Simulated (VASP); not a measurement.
# TiCuO3 (P4/mmm) in VASP: further runs

TiCuO3 is run at these levels: LDA; tasks: single point.

Everything below comes from runs of VASP 6.6.1. Logs are shortened: lines on timing, memory, paths and dates and some standing lists are left out, and cuts for length are marked.

### 1 The cell of the first run

It takes space group P4/mmm (No. 123, tetragonal). The conventional cell has a = 4.014 Å, b = 4.014 Å, c = 3.778 Å, α = 90.00°, β = 90.00°, γ = 90.00°. Ti (site symmetry 4/mmm) has 6 O at 1.89 to 2.01 Å within 2.5 Å. Cu (site symmetry 4/mmm) has 4 O at 2.01 Å within 2.7 Å. Within 2.9 Å of O (site symmetry mmm) lie 2 Ti at 2.01 Å and 2 Cu at 2.01 Å and 8 O at 2.76 to 2.84 Å. O (site symmetry 4/mmm) has 2 Ti at 1.89 Å within 2.5 Å.

### 2 Single point, LDA

File INCAR:

```
SYSTEM = TiCuO3
  PREC = Accurate
  ENCUT = 600
  EDIFF = 1E-6
  ISMEAR = -1
  SIGMA = 0.1
  LREAL = .FALSE.
  LASPH = .TRUE.
  NELM = 120
  ALGO = Normal
  ISIF = 2
  LWAVE = .FALSE.
  LCHARG = .FALSE.
  GGA = CA
  NBANDS = 28
  GGA_COMPAT = .FALSE.
```

File KPOINTS:

```
regular mesh
0
G
  6 6 7
  0 0 0
```

File POSCAR:

```
TiCuO3
1.0
    4.0139400000      0.0000000000      0.0000000000
    0.0000000000      4.0139400000      0.0000000000
    0.0000000000      0.0000000000      3.7776700000
Ti Cu O
1 1 3
Direct
    0.5000000000      0.5000000000      0.5000000000
    0.0000000000      0.0000000000      0.5000000000
    0.5000000000      0.0000000000      0.5000000000
    0.0000000000      0.5000000000      0.5000000000
    0.5000000000      0.5000000000      0.0000000000
```

Potentials or basis: VASP PAW LDA potentials, release 64 (Ti_sv, Cu, O).

On the command line:

```sh
$ cat potpaw_LDA.64/Ti_sv/POTCAR potpaw_LDA.64/Cu/POTCAR potpaw_LDA.64/O/POTCAR > POTCAR
$ mpirun -np 1 vasp_std > vasp.out
```

OUTCAR:

```text
SYSTEM = TiCuO3
   PREC = Accurate
   ENCUT = 600
   EDIFF = 1E-6
   ISMEAR = -1
   LREAL = .FALSE.
   LASPH = .TRUE.
   NELM = 120
   ISIF = 2
   GGA = CA

 ion  position               nearest neighbor table
   1  0.500  0.500  0.500-   5 1.89   5 1.89   3 2.01   4 2.01   3 2.01   4 2.01   2 2.84   2 2.84
                             2 2.84   2 2.84
   2  0.000  0.000  0.500-   3 2.01   4 2.01   4 2.01   3 2.01   1 2.84   1 2.84   1 2.84   1 2.84

   3  0.500  0.000  0.500-   1 2.01   2 2.01   1 2.01   2 2.01
   4  0.000  0.500  0.500-   1 2.01   2 2.01   2 2.01   1 2.01
   5  0.500  0.500  0.000-   1 1.89   1 1.89

  LATTYP: Found a simple tetragonal cell.
 ALAT       =     4.0139400000
 C/A-ratio  =     0.9411376353

  Lattice vectors:

 A1 = (   4.0139400000,   0.0000000000,   0.0000000000)
 A2 = (   0.0000000000,   4.0139400000,   0.0000000000)
 A3 = (   0.0000000000,   0.0000000000,   3.7776700000)

Analysis of symmetry for initial positions (statically):
=====================================================================
 Subroutine PRICEL returns:
 Original cell was already a primitive cell.

 Routine SETGRP: Setting up the symmetry group for a
 simple tetragonal supercell.

 Subroutine GETGRP returns: Found 16 space group operations
 (whereof 16 operations were pure point group operations)
 out of a pool of 16 trial point group operations.

The static configuration has the point symmetry D_4h.

Analysis of symmetry for dynamics (positions and initial velocities):
=====================================================================
 Subroutine PRICEL returns:
 Original cell was already a primitive cell.

 Routine SETGRP: Setting up the symmetry group for a
 simple tetragonal supercell.

 Subroutine GETGRP returns: Found 16 space group operations
 (whereof 16 operations were pure point group operations)
 out of a pool of 16 trial point group operations.

The dynamic configuration has the point symmetry D_4h.

 Subroutine INISYM returns: Found 16 space group operations
 (whereof 16 operations are pure point group operations),
 and found     1 'primitive' translations

----------------------------------------------------------------------------------------

                                     Primitive cell

  volume of cell :      60.8647

  direct lattice vectors                    reciprocal lattice vectors
     4.013940000  0.000000000  0.000000000     0.249131776  0.000000000  0.000000000
     0.000000000  4.013940000  0.000000000     0.000000000  0.249131776  0.000000000
     0.000000000  0.000000000  3.777670000     0.000000000  0.000000000  0.264713434

  length of vectors
     4.013940000  4.013940000  3.777670000     0.249131776  0.249131776  0.264713434

  position of ions in fractional coordinates (direct lattice)
     0.500000000  0.500000000  0.500000000
     0.000000000  0.000000000  0.500000000
     0.500000000  0.000000000  0.500000000
     0.000000000  0.500000000  0.500000000
     0.500000000  0.500000000  0.000000000

  ion indices of the primitive-cell ions
   primitive index   ion index
                 1           1
                 2           2
                 3           3
                 4           4
                 5           5

----------------------------------------------------------------------------------------

 KPOINTS: regular mesh

Automatic generation of k-mesh.
 Grid dimensions read from file:
 generate k-points for:    6    6    7

 Generating k-lattice:

  Cartesian coordinates                     Fractional coordinates (reciprocal lattice)
     0.041521963  0.000000000  0.000000000     0.166666667  0.000000000  0.000000000
     0.000000000  0.041521963  0.000000000     0.000000000  0.166666667  0.000000000
     0.000000000  0.000000000  0.037816205     0.000000000  0.000000000  0.142857143

  Length of vectors
     0.041521963  0.041521963  0.037816205

  Shift w.r.t. Gamma in fractional coordinates (k-lattice)
     0.000000000  0.000000000  0.000000000

 Subroutine IBZKPT returns following result:
 ===========================================

 Found     40 irreducible k-points:

 Following reciprocal coordinates:
            Coordinates               Weight
  0.000000  0.000000  0.000000      1.000000
  0.166667  0.000000  0.000000      4.000000
  0.333333  0.000000  0.000000      4.000000
  0.500000  0.000000  0.000000      2.000000
  0.166667  0.166667  0.000000      4.000000
  0.333333  0.166667  0.000000      8.000000
[... 16 lines left out ...]
  0.333333  0.000000  0.285714      8.000000
  0.500000  0.000000  0.285714      4.000000
 [... further k-points ...]
   k-points           NKPTS =     40   k-points in BZ     NKDIM =     40   number of bands    NBANDS=     28
   number of dos      NEDOS =    301   number of ions     NIONS =      5
   total plane-waves  NPLWV =  30720
   dimension x,y,z NGX =    32 NGY =   32 NGZ =   30
   dimension x,y,z NGXF=    64 NGYF=   64 NGZF=   60
   ions per type =               1   1   3
   NGX,Y,Z   is equivalent  to a cutoff of  13.25, 13.25, 13.20 a.u.
   NGXF,Y,Z  is equivalent  to a cutoff of  26.51, 26.51, 26.40 a.u.
 SYSTEM =  TiCuO3
   PREC   = accura    normal or accurate (medium, high low for compatibility)
   ISTART =      0    job   : 0-new  1-cont  2-samecut
   ICHARG =      2    charge: 1-file 2-atom 10-const
   ISPIN  =      1    spin polarized calculation?
   LNONCOLLINEAR =      F non collinear calculations
   LSORBIT =      F    spin-orbit coupling
   LASPH  =      T    aspherical Exc in radial PAW
   ENCUT  =  600.0 eV  44.10 Ry    6.64 a.u.   8.02  8.02  7.54*2*pi/ulx,y,z
   NELM   =    120;   NELMIN=  2; NELMDL= -5     # of ELM steps
   EDIFF  = 0.1E-05   stopping-criterion for ELM
   LREAL  =      F    real-space projection
   EDIFFG = 0.1E-04   stopping-criterion for IOM
   NSW    =      0    number of steps for IOM
   IBRION =     -1    ionic relax: 0-MD 1-quasi-New 2-CG
   NFREE  =      0    steps in history (QN), initial steepest desc. (CG)
   ISIF   =      2    stress and relaxation
   ISYM   =      2    0-nonsym 1-usesym 2-fastsym
   POTIM  = 0.5000    time-step for ionic-motion
   TEBEG  =    0.0;   TEEND  =   0.0 temperature during run
   PSTRESS=    0.0 pullay stress
   NELECT =      41.0000    total number of electrons
   NUPDOWN=      -1.0000    fix difference up-down
   EMIN   =  10.00;   EMAX   =-10.00  energy-range for DOS
   EFERMI =   0.00;   METHOD = LEGACY
   ISMEAR =    -1;   SIGMA  =   0.10  broadening in eV -4-tet -1-fermi 0-gaus
   EFERMI_NEDOS =   21; number of points for ismear=-14 and -15
   IALGO  =     38    algorithm
   IMIX   =      4    mixing-type and parameters
     AMIX     =   0.40;   BMIX     =  1.00
     AMIX_MAG =   1.60;   BMIX_MAG =  1.00
  volume/ion in A,a.u.               =      12.17        82.15
  Fermi-wavevector in a.u.,A,eV,Ry     =   1.435096  2.711938 28.021194  2.059500
  Thomas-Fermi vector in A             =   2.554432
   LORBIT       =      0    0 simple, 1 ext, 2 COOP (PROOUT), +10 PAW based schemes
   GGA     = CA    functional components
   LHFCALC =     F    Hartree Fock is set to
   AEXX    =    0.0000 exact exchange contribution
   IVDW    =     0    specifies the selected vdW correction
   LEPSILON=     F    determine dielectric tensor
   LRPA    =     F    only Hartree local field effects (RPA)
 non-spin polarized calculation
  energy-cutoff  :      600.00
  volume of cell :       60.86
 maximum number of plane-waves:      2068
   NGX = 17   NGY = 17   NGZ = 15

 number of electron      41.0000015 magnetization

 Free energy of the ion-electron system (eV)
  ---------------------------------------------------
  ext. energy  EPLUGINS =         0.00000000
  ---------------------------------------------------
  free energy    TOTEN  =       -39.62362786 eV

  energy without entropy =      -39.53559211  energy(sigma->0) =      -39.57960999

 E-fermi :   2.8844     XC(G=0): -11.0386

 val. band max:        2.8786625054   @ k =   0.5000   0.3333   0.4286
 cond. band min:       2.9170478464   @ k =   0.5000   0.1667   0.0000
 fundamental gap:      0.0383853410
 Fermi energy:         2.8843837585

 k-point     1 :       0.0000    0.0000    0.0000
  band No.  band energies     occupation
      1     -53.2730      2.00000
      2     -29.9996      2.00000
      3     -29.9996      2.00000
      4     -29.7401      2.00000
      5     -15.2778      2.00000
      6     -14.4563      2.00000
[... 20 lines left out ...]
     27       7.1358      0.00000
     28      13.8813      0.00000

 k-point     2 :       0.1667    0.0000    0.0000
  band No.  band energies     occupation
      1     -53.2727      2.00000
      2     -30.0145      2.00000
      3     -29.9992      2.00000
      4     -29.7397      2.00000
      5     -15.1521      2.00000
      6     -14.4153      2.00000
[... 20 lines left out ...]
     27       7.4593      0.00000
     28      13.5879      0.00000

 k-point     3 :       0.3333    0.0000    0.0000
  band No.  band energies     occupation
      1     -53.2721      2.00000
      2     -30.0440      2.00000
      3     -29.9984      2.00000
      4     -29.7387      2.00000
      5     -14.8802      2.00000
      6     -14.3381      2.00000
[... 20 lines left out ...]
     27       8.3604      0.00000
     28      12.2213      0.00000

 k-point     4 :       0.5000    0.0000    0.0000
  band No.  band energies     occupation
      1     -53.2718      2.00000
      2     -30.0586      2.00000
      3     -29.9980      2.00000
      4     -29.7383      2.00000
      5     -14.7280      2.00000
      6     -14.3065      2.00000
[... 578 lines left out ...]
     27       9.0461      0.00000
     28      10.8199      0.00000

 k-point    23 :       0.3333    0.0000    0.2857
  band No.  band energies     occupation
      1     -53.2707      2.00000
      2     -30.0413      2.00000
      3     -29.9960      2.00000
      4     -29.7973      2.00000
      5     -14.8060      2.00000
      6     -14.3154      2.00000
[... 20 lines left out ...]
     27       9.7656      0.00000
     28      11.0655      0.00000

 k-point    24 :       0.5000    0.0000    0.2857
  band No.  band energies     occupation
      1     -53.2704      2.00000
      2     -30.0559      2.00000
      3     -29.9956      2.00000
      4     -29.7968      2.00000
      5     -14.6622      2.00000
      6     -14.2791      2.00000
[... 20 lines left out ...]
     27      10.1928      0.00000
     28      11.3658      0.00000

 [... further k-points ...]

------------------------ aborting loop because EDIFF is reached ----------------------------------------

  FORCE on cell =-STRESS in cart. coord.  units (eV):
  Direction    XX          YY          ZZ          XY          YZ          ZX
  --------------------------------------------------------------------------------------
  -------------------------------------------------------------------------------------
  Total       -4.5015281     -4.5015281     -2.9865852      0.0000000      0.0000000      0.0000000
  in kB     -118.4962969   -118.4962969    -78.6175877      0.0000000      0.0000000      0.0000000
  external PRESSURE =    -105.2033938 kB  Pullay stress =       0.0000000 kB

 VOLUME and BASIS-vectors are now :
 -----------------------------------------------------------------------------
  energy-cutoff  :      600.00
  volume of cell :       60.86
      direct lattice vectors                 reciprocal lattice vectors
     4.013940000  0.000000000  0.000000000     0.249131776  0.000000000  0.000000000
     0.000000000  4.013940000  0.000000000     0.000000000  0.249131776  0.000000000
     0.000000000  0.000000000  3.777670000     0.000000000  0.000000000  0.264713434

 POSITION                                       TOTAL-FORCE (eV/Angst)
 -----------------------------------------------------------------------------------
      2.00697      2.00697      1.88884         0.000000      0.000000      0.000000
      0.00000      0.00000      1.88884         0.000000      0.000000      0.000000
      2.00697      0.00000      1.88884         0.000000      0.000000      0.000000
      0.00000      2.00697      1.88884         0.000000      0.000000      0.000000
      2.00697      2.00697      0.00000         0.000000      0.000000      0.000000
 -----------------------------------------------------------------------------------
    total drift:                                0.000000     -0.000000     -0.000000

  FREE ENERGIE OF THE ION-ELECTRON SYSTEM (eV)
  ---------------------------------------------------
  free  energy   TOTEN  =       -39.6236278583 eV

  energy  without entropy=      -39.5355921127  energy(sigma->0) =      -39.57960999
```

It took 62 s on 1 thread of Intel Xeon Platinum 8488C (Sapphire Rapids), shared host; peak memory 0.21 GiB.

Results:

```yaml
Free_energy: -39.6236 eV
Pressure: -10.5 GPa
Band_gap_on_the_k_mesh: zero (an odd number of electrons rules out a gap without spin polarisation)
```

Stress tensor (GPa, compression positive):
```
-11.85   0.00   0.00
  0.00 -11.85   0.00
  0.00   0.00  -7.86
```

Caveat: the cell stands under tension; an odd number of electrons without spin polarisation forces a metal; a magnetic or distorted state may lie lower; semilocal functionals often make such compounds metallic where correlation or magnetic order opens a gap, which also shifts bond lengths. With open d or f shells a metallic result of LDA can be an artefact of self-interaction; +U or a hybrid may open a gap.

### 3 Single point, LDA

File INCAR:

```
  PREC = Accurate
  ENCUT = 600
  EDIFF = 1E-6
  ISMEAR = -1
  SIGMA = 0.1
  LREAL = False
  LASPH = True
  NELM = 120
  ALGO = Normal
  ISIF = 2
  LWAVE = False
  LCHARG = False
  NBANDS = 28
  GGA_COMPAT = False
```

File KPOINTS:

```
regular mesh
0
Gamma
  6 6 7
```

POSCAR is that of step 2.

Potentials or basis: VASP PAW LDA potentials, release 64 (Ti_sv, Cu, O).

On the command line:

```sh
$ cat potpaw_LDA.64/Ti_sv/POTCAR potpaw_LDA.64/Cu/POTCAR potpaw_LDA.64/O/POTCAR > POTCAR
$ mpirun -np 1 vasp_std > vasp.out
```

It took 55 s on 1 thread of Intel Xeon Platinum 8488C (Sapphire Rapids), shared host; peak memory 0.21 GiB.

Results (log left out):

```yaml
Free_energy: -39.6236 eV
Pressure: -10.5 GPa
Band_gap_on_the_k_mesh: zero (an odd number of electrons rules out a gap without spin polarisation)
```

Stress tensor (GPa, compression positive):
```
-11.85   0.00   0.00
  0.00 -11.85   0.00
  0.00   0.00  -7.86
```

Levels at points of the mesh, in eV from the Fermi level:
```tsv
k point	band 18	band 19	band 20	band 21	band 22	band 23	band 24	band 25
(0.00, 0.00, 0.00)	-1.53	-0.53	-0.53	-0.51	1.80	1.84	1.84	2.60
(0.50, 0.00, 0.00)	-1.23	-0.44	-0.43	-0.29	1.81	2.61	3.16	3.86
(0.50, 0.50, 0.00)	-1.26	-0.88	-0.88	1.54	3.19	3.19	3.22	5.39
```

Caveat: the cell stands under tension; an odd number of electrons without spin polarisation forces a metal; a magnetic or distorted state may lie lower; semilocal functionals often make such compounds metallic where correlation or magnetic order opens a gap, which also shifts bond lengths. With open d or f shells a metallic result of LDA can be an artefact of self-interaction; +U or a hybrid may open a gap.

The gap in the log of VASP goes by the Fermi energy; the results here count the filled bands.